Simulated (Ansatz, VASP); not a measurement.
BiTe: VASP beside Ansatz

```
Bi Te
1.0
     0.00000    3.23500    3.23500
     3.23500    0.00000    3.23500
     3.23500    3.23500    0.00000
Bi Te
1 1
Direct
  0.00000 0.00000 0.00000
  0.50000 0.50000 0.50000
```

Alike in both runs: task single point; functional PBE; k mesh 6 × 6 × 6; occupations gaussian, width 0.1 eV; no spin polarisation.

```csv
,VASP,Ansatz
version,VASP 6.6.1,Ansatz 0.2.0
potentials or method,"VASP PAW PBE potentials, release 64 (Bi_d, Te), cutoff 520 eV","scalar-relativistic, plane waves, PAW"
valence electrons in the cell,21,31
```

|  | VASP | Ansatz | Ansatz less VASP |
| --- | --- | --- | --- |
| gap on the k mesh at the Fermi level (eV) | none | none | - |
| pressure (GPa) | 0.9 | 0.9 | +0.06 |

A gap of «none» marks a metal or a gap that the smearing closes. VASP's potentials hold 21 valence electrons a cell and Ansatz's 31, so a difference there can come from the potentials and not from the codes.

Neither program's run includes spin-orbit coupling.
